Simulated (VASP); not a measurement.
Write the native input for VASP 6.6.1 that does the following.

- Task: single point
- Functional: PBE
- Potentials or basis: VASP PAW PBE potentials, release 64 (Au)
- Cutoff: 520 eV
- k mesh: 16 × 16 × 5
- Occupations: fermi-dirac, width 0.1 eV
- Spin: no spin polarisation
- Dipole correction: no
- Further INCAR settings: ALGO = Normal; EDIFF = 1e-06; NBANDS = 30

The structure of Au lies in POSCAR:

```
Au
1.0
    3.0303226166      0.0000000000      0.0000000000
   -1.5151613083      2.6243363677      0.0000000000
    0.0000000000      0.0000000000     10.1300650373
Au
4
Direct
    1.0000000000      1.0000000000      0.0000000000
    1.0000000000      0.0000000000      0.5000000000
    0.3333333333      0.6666666667      0.2500000000
    0.6666666667      0.3333333333      0.7500000000
```

This isn't the form of Au at room conditions, which is fcc.

The input as run:

INCAR

```
SYSTEM = Au
PREC     = Accurate       ! precision mode
ENCUT    = 520            ! plane-wave cutoff, eV
EDIFF    = 1E-6           ! SCF threshold, eV
ISMEAR   = -1             ! smearing method
SIGMA    = 0.1            ! smearing width, eV
LREAL    = .False.        ! projectors in reciprocal space
LASPH    = .True.         ! aspherical terms in the spheres
NELM     = 100            ! most SCF steps
ALGO     = Normal         ! electronic algorithm
ISIF     = 2              ! what is computed and relaxed
LWAVE    = .False.        ! write WAVECAR
LCHARG   = .False.        ! write CHGCAR
GGA      = PE             ! functional
NBANDS   = 30             ! bands
```

KPOINTS

```
Automatic mesh
0
Gamma
  16 16 5
  0 0 0
```

Potentials or basis: VASP PAW PBE potentials, release 64 (Au).

The run is started by

```console
$ cat potpaw_PBE.64/Au/POTCAR > POTCAR
$ mpirun -np 1 vasp_std > vasp.out
```

It gave:

```json
{"Pressure": "-11.2 GPa", "Band gap on the k mesh": "zero (bands 22 and 23 overlap by 4.56 eV)"}
```

Caveat: the cell stands under tension; spin-orbit coupling is left out, which moves the levels of the heavy elements.

Wall time 3.9 min on 1 thread of Intel Xeon 8259CL (shared host), peak memory 0.31 GiB.
